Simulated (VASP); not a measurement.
# ZrSe5 (F-43m) in VASP: single point with r2SCAN

Aim: the single point of ZrSe5 with r2SCAN.

Program: VASP 6.6.1. These are calculated values, not measurements. Logs are shortened: lines on timing, memory, paths and dates and some standing lists are left out, and cuts for length are marked.

### Step 1. The cell of the first run

Symmetry: F-43m, No. 216, cubic system. Conventional cell: a = 8.474 Å, b = 8.474 Å, c = 8.474 Å, α = 90.00°, β = 90.00°, γ = 90.00°. Zr (site symmetry -43m) has 16 Se at 3.51 to 3.67 Å within 4.6 Å. Se (site symmetry -43m) has 12 Se at 3.51 Å and 4 Zr at 3.67 Å within 4.6 Å. Se (site symmetry 3m) has 9 Se at 3.00 to 3.51 Å and 3 Zr at 3.51 Å within 3.9 Å.

### Step 2. Single point, r2SCAN

File POSCAR:

```
ZrSe5
1.0
    0.0000000000      4.2372210000      4.2372210000
    4.2372210000      0.0000000000      4.2372210000
    4.2372210000      4.2372210000      0.0000000000
Zr Se
1 5
Direct
    0.0000000000      0.0000000000      0.0000000000
    0.2500000000      0.2500000000      0.2500000000
    0.6250000000      0.6250000000      0.6250000000
    0.1250000000      0.6250000000      0.6250000000
    0.6250000000      0.6250000000      0.1250000000
    0.6250000000      0.1250000000      0.6250000000
```

File INCAR.step1:

```
SYSTEM = ZrSe5
  PREC = Accurate
  ENCUT = 520
  ISMEAR = 1
  SIGMA = 0.0221
  LREAL = .FALSE.
  LASPH = .TRUE.
  NELM = 80
  NBANDS = 30
  GGA = PE
  ALGO = Normal
  EDIFF = 1E-4
  LWAVE = .TRUE.
  LCHARG = .FALSE.
```

File INCAR.step2:

```
SYSTEM = ZrSe5
  PREC = Accurate
  ENCUT = 520
  EDIFF = 1E-6
  ISMEAR = 1
  SIGMA = 0.0221
  LREAL = .FALSE.
  LASPH = .TRUE.
  NELM = 80
  ALGO = Normal
  ISIF = 2
  LWAVE = .FALSE.
  LCHARG = .FALSE.
  METAGGA = R2SCAN
  LMIXTAU = .TRUE.
  NBANDS = 30
  ISTART = 1
```

File KPOINTS:

```
regular mesh
0
G
  5 5 5
  0 0 0
```

Potentials or basis: VASP PAW PBE potentials, release 64 (Zr_sv, Se).

The run is started by

```bash
$ cat potpaw_PBE.64/Zr_sv/POTCAR potpaw_PBE.64/Se/POTCAR > POTCAR
$ cp INCAR.step1 INCAR
$ mpirun -np 1 vasp_std > vasp.out
$ cp INCAR.step2 INCAR
$ mpirun -np 1 vasp_std > vasp.out
```

OUTCAR:

```text
SYSTEM = ZrSe5
   PREC = Accurate
   ENCUT = 520
   EDIFF = 1E-6
   ISMEAR = 1
   LREAL = .FALSE.
   LASPH = .TRUE.
   NELM = 80
   ISIF = 2
   METAGGA = R2SCAN
   ISTART = 1

 ion  position               nearest neighbor table
   1  0.000  0.000  0.000-
   2  0.250  0.250  0.250-
   3  0.625  0.625  0.625-
   4  0.125  0.625  0.625-
   5  0.625  0.625  0.125-
   6  0.625  0.125  0.625-

  LATTYP: Found a face centered cubic cell.
 ALAT       =     8.4744420000

  Lattice vectors:

 A1 = (   0.0000000000,   4.2372210000,   4.2372210000)
 A2 = (   4.2372210000,   0.0000000000,   4.2372210000)
 A3 = (   4.2372210000,   4.2372210000,   0.0000000000)

Analysis of symmetry for initial positions (statically):
=====================================================================
 Subroutine PRICEL returns:
 Original cell was already a primitive cell.

 Routine SETGRP: Setting up the symmetry group for a
 face centered cubic supercell.

 Subroutine GETGRP returns: Found 24 space group operations
 (whereof 24 operations were pure point group operations)
 out of a pool of 48 trial point group operations.

The static configuration has the point symmetry T_d .

Analysis of symmetry for dynamics (positions and initial velocities):
=====================================================================
 Subroutine PRICEL returns:
 Original cell was already a primitive cell.

 Routine SETGRP: Setting up the symmetry group for a
 face centered cubic supercell.

 Subroutine GETGRP returns: Found 24 space group operations
 (whereof 24 operations were pure point group operations)
 out of a pool of 48 trial point group operations.

The dynamic configuration has the point symmetry T_d .

 Subroutine INISYM returns: Found 24 space group operations
 (whereof 24 operations are pure point group operations),
 and found     1 'primitive' translations

----------------------------------------------------------------------------------------

                                     Primitive cell

  volume of cell :     152.1505

  direct lattice vectors                    reciprocal lattice vectors
     0.000000000  4.237221000  4.237221000    -0.118001870  0.118001870  0.118001870
     4.237221000  0.000000000  4.237221000     0.118001870 -0.118001870  0.118001870
     4.237221000  4.237221000  0.000000000     0.118001870  0.118001870 -0.118001870

  length of vectors
     5.992335405  5.992335405  5.992335405     0.204385234  0.204385234  0.204385234

  position of ions in fractional coordinates (direct lattice)
     0.000000000  0.000000000  0.000000000
     0.250000000  0.250000000  0.250000000
     0.625000000  0.625000000  0.625000000
     0.125000000  0.625000000  0.625000000
     0.625000000  0.625000000  0.125000000
     0.625000000  0.125000000  0.625000000

  ion indices of the primitive-cell ions
   primitive index   ion index
                 1           1
                 2           2
                 3           3
                 4           4
                 5           5
                 6           6

----------------------------------------------------------------------------------------

 KPOINTS: regular mesh

Automatic generation of k-mesh.
 Grid dimensions read from file:
 generate k-points for:    5    5    5

 Generating k-lattice:

  Cartesian coordinates                     Fractional coordinates (reciprocal lattice)
    -0.023600374  0.023600374  0.023600374     0.200000000  0.000000000  0.000000000
     0.023600374 -0.023600374  0.023600374     0.000000000  0.200000000  0.000000000
     0.023600374  0.023600374 -0.023600374     0.000000000  0.000000000  0.200000000

  Length of vectors
     0.040877047  0.040877047  0.040877047

  Shift w.r.t. Gamma in fractional coordinates (k-lattice)
     0.000000000  0.000000000  0.000000000

 Subroutine IBZKPT returns following result:
 ===========================================

 Found     10 irreducible k-points:

 Following reciprocal coordinates:
            Coordinates               Weight
  0.000000  0.000000  0.000000      1.000000
  0.200000  0.000000  0.000000      8.000000
  0.400000  0.000000  0.000000      8.000000
  0.200000  0.200000  0.000000      6.000000
  0.400000  0.200000  0.000000     24.000000
 -0.400000  0.200000  0.000000     24.000000
 -0.200000  0.200000  0.000000     12.000000
  0.400000  0.400000  0.000000      6.000000
 -0.400000  0.400000  0.000000     12.000000
 -0.400000  0.400000  0.200000     24.000000
   k-points           NKPTS =     10   k-points in BZ     NKDIM =     10   number of bands    NBANDS=     30
   number of dos      NEDOS =    301   number of ions     NIONS =      6
   total plane-waves  NPLWV = 110592
   dimension x,y,z NGX =    48 NGY =   48 NGZ =   48
   dimension x,y,z NGXF=    96 NGYF=   96 NGZF=   96
   ions per type =               1   5
   NGX,Y,Z   is equivalent  to a cutoff of  13.32, 13.32, 13.32 a.u.
   NGXF,Y,Z  is equivalent  to a cutoff of  26.63, 26.63, 26.63 a.u.
 SYSTEM =  ZrSe5
   PREC   = accura    normal or accurate (medium, high low for compatibility)
   ISTART =      1    job   : 0-new  1-cont  2-samecut
   ICHARG =      0    charge: 1-file 2-atom 10-const
   ISPIN  =      1    spin polarized calculation?
   LNONCOLLINEAR =      F non collinear calculations
   LSORBIT =      F    spin-orbit coupling
   LASPH  =      T    aspherical Exc in radial PAW
   ENCUT  =  520.0 eV  38.22 Ry    6.18 a.u.  11.14 11.14 11.14*2*pi/ulx,y,z
   NELM   =     80;   NELMIN=  2; NELMDL=  0     # of ELM steps
   EDIFF  = 0.1E-05   stopping-criterion for ELM
   LREAL  =      F    real-space projection
   EDIFFG = 0.1E-04   stopping-criterion for IOM
   NSW    =      0    number of steps for IOM
   IBRION =     -1    ionic relax: 0-MD 1-quasi-New 2-CG
   NFREE  =      0    steps in history (QN), initial steepest desc. (CG)
   ISIF   =      2    stress and relaxation
   ISYM   =      2    0-nonsym 1-usesym 2-fastsym
   POTIM  = 0.5000    time-step for ionic-motion
   TEBEG  =    0.0;   TEEND  =   0.0 temperature during run
   PSTRESS=    0.0 pullay stress
   NELECT =      42.0000    total number of electrons
   NUPDOWN=      -1.0000    fix difference up-down
   EMIN   =  10.00;   EMAX   =-10.00  energy-range for DOS
   EFERMI =   0.00;   METHOD = LEGACY
   ISMEAR =     1;   SIGMA  =   0.02  broadening in eV -4-tet -1-fermi 0-gaus
   EFERMI_NEDOS =   21; number of points for ismear=-14 and -15
   IALGO  =     38    algorithm
   IMIX   =      4    mixing-type and parameters
     AMIX     =   0.40;   BMIX     =  1.00
     AMIX_MAG =   1.60;   BMIX_MAG =  1.00
  volume/ion in A,a.u.               =      25.36       171.13
  Fermi-wavevector in a.u.,A,eV,Ry     =   1.065942  2.014338 15.459373  1.136232
  Thomas-Fermi vector in A             =   2.201510
   LORBIT       =      0    0 simple, 1 ext, 2 COOP (PROOUT), +10 PAW based schemes
   METAGGA = R2SCAN    functional components
   LHFCALC =     F    Hartree Fock is set to
   AEXX    =    0.0000 exact exchange contribution
   IVDW    =     0    specifies the selected vdW correction
   LEPSILON=     F    determine dielectric tensor
   LRPA    =     F    only Hartree local field effects (RPA)
 non-spin polarized calculation
 Methfessel and Paxton  Order N= 1 SIGMA  =   0.02
  energy-cutoff  :      520.00
  volume of cell :      152.15
 maximum number of plane-waves:      4117
 NGX is ok and might be reduce to    48
   NGX = 23   NGY = 23   NGZ = 23

 number of electron      41.9999996 magnetization

 Free energy of the ion-electron system (eV)
  ---------------------------------------------------
  ext. energy  EPLUGINS =         0.00000000
  ---------------------------------------------------
  free energy    TOTEN  =       -90.99461021 eV

  energy without entropy =      -90.99270803  energy(sigma->0) =      -90.99397615

 E-fermi :   4.3325     XC(G=0): -10.2003

 val. band max:        4.3295074932   @ k =   0.2000   0.0000   0.0000
 cond. band min:       4.3367657075   @ k =  -0.4000   0.4000   0.2000
 fundamental gap:      0.0072582143
 Fermi energy:         4.3325274661

 k-point     1 :       0.0000    0.0000    0.0000
  band No.  band energies     occupation
      1     -48.7434      2.00000
      2     -25.9253      2.00000
      3     -25.9253      2.00000
      4     -25.9253      2.00000
      5     -11.3829      2.00000
      6      -8.3030      2.00000
[... 22 lines left out ...]
     29       6.2707      0.00000
     30       6.2707      0.00000

 k-point     2 :       0.2000    0.0000    0.0000
  band No.  band energies     occupation
      1     -48.7434      2.00000
      2     -25.9255      2.00000
      3     -25.9253      2.00000
      4     -25.9253      2.00000
      5     -11.2251      2.00000
      6      -8.6972      2.00000
[... 22 lines left out ...]
     29       6.3711      0.00000
     30       6.5698      0.00000

 k-point     3 :       0.4000    0.0000    0.0000
  band No.  band energies     occupation
      1     -48.7434      2.00000
      2     -25.9259      2.00000
      3     -25.9253      2.00000
      4     -25.9253      2.00000
      5     -10.8533      2.00000
      6      -9.3952      2.00000
[... 22 lines left out ...]
     29       6.5341      0.00000
     30       7.0577      0.00000

 k-point     4 :       0.2000    0.2000    0.0000
  band No.  band energies     occupation
      1     -48.7434      2.00000
      2     -25.9255      2.00000
      3     -25.9253      2.00000
      4     -25.9253      2.00000
      5     -11.1688      2.00000
      6      -8.7787      2.00000
[... 154 lines left out ...]
     29       6.1850      0.00000
     30       7.6332      0.00000

 k-point     9 :      -0.4000    0.4000    0.0000
  band No.  band energies     occupation
      1     -48.7434      2.00000
      2     -25.9259      2.00000
      3     -25.9256      2.00000
      4     -25.9255      2.00000
      5     -10.2684      2.00000
      6     -10.0277      2.00000
[... 22 lines left out ...]
     29       6.1598      0.00000
     30       7.4681      0.00000

 k-point    10 :      -0.4000    0.4000    0.2000
  band No.  band energies     occupation
      1     -48.7434      2.00000
      2     -25.9258      2.00000
      3     -25.9256      2.00000
      4     -25.9255      2.00000
      5     -10.4733      2.00000
      6      -9.7941      2.00000
[... 22 lines left out ...]
     29       5.9546      0.00000
     30       7.3384      0.00000

------------------------ aborting loop because EDIFF is reached ----------------------------------------

  FORCE on cell =-STRESS in cart. coord.  units (eV):
  Direction    XX          YY          ZZ          XY          YZ          ZX
  --------------------------------------------------------------------------------------
  -------------------------------------------------------------------------------------
  Total       -9.9531510     -9.9531510     -9.9531510      0.0000000      0.0000000      0.0000000
  in kB     -104.8088201   -104.8088201   -104.8088201      0.0000000      0.0000000      0.0000000
  external PRESSURE =    -104.8088201 kB  Pullay stress =       0.0000000 kB

 VOLUME and BASIS-vectors are now :
 -----------------------------------------------------------------------------
  energy-cutoff  :      520.00
  volume of cell :      152.15
      direct lattice vectors                 reciprocal lattice vectors
     0.000000000  4.237221000  4.237221000    -0.118001870  0.118001870  0.118001870
     4.237221000  0.000000000  4.237221000     0.118001870 -0.118001870  0.118001870
     4.237221000  4.237221000  0.000000000     0.118001870  0.118001870 -0.118001870

 POSITION                                       TOTAL-FORCE (eV/Angst)
 -----------------------------------------------------------------------------------
      0.00000      0.00000      0.00000        -0.000000     -0.000000     -0.000000
      2.11861      2.11861      2.11861        -0.000000     -0.000000     -0.000000
      5.29653      5.29653      5.29653         0.130953      0.130953      0.130953
      5.29653      3.17792      3.17792         0.130953     -0.130953     -0.130953
      3.17792      3.17792      5.29653        -0.130953     -0.130953      0.130953
      3.17792      5.29653      3.17792        -0.130953      0.130953     -0.130953
 -----------------------------------------------------------------------------------
    total drift:                               -0.000000     -0.000000     -0.000000

  FREE ENERGIE OF THE ION-ELECTRON SYSTEM (eV)
  ---------------------------------------------------
  free  energy   TOTEN  =       -90.9946102098 eV

  energy  without entropy=      -90.9927080322  energy(sigma->0) =      -90.99397615
```

Wall time 2.9 min (1 thread of Intel Xeon Platinum 8488C (Sapphire Rapids), shared host); peak memory 0.37 GiB.

What came out:

```
Free energy            : -90.9946 eV
Pressure               : -10.5 GPa
Band gap on the k mesh : zero (band 21 reaches 5.13 eV, above the bottom of band 22 at 3.72 eV)
```

Levels at points of the mesh, in eV from the Fermi level:
```
           k point  band 18  band 19  band 20  band 21  band 22  band 23  band 24  band 25
(0.00, 0.00, 0.00)    -1.39     0.80     0.80     0.80     0.91     0.91     0.91     1.16
```

Caveat: the PAW data sets were made with another functional, which shifts forces and pressure a little.
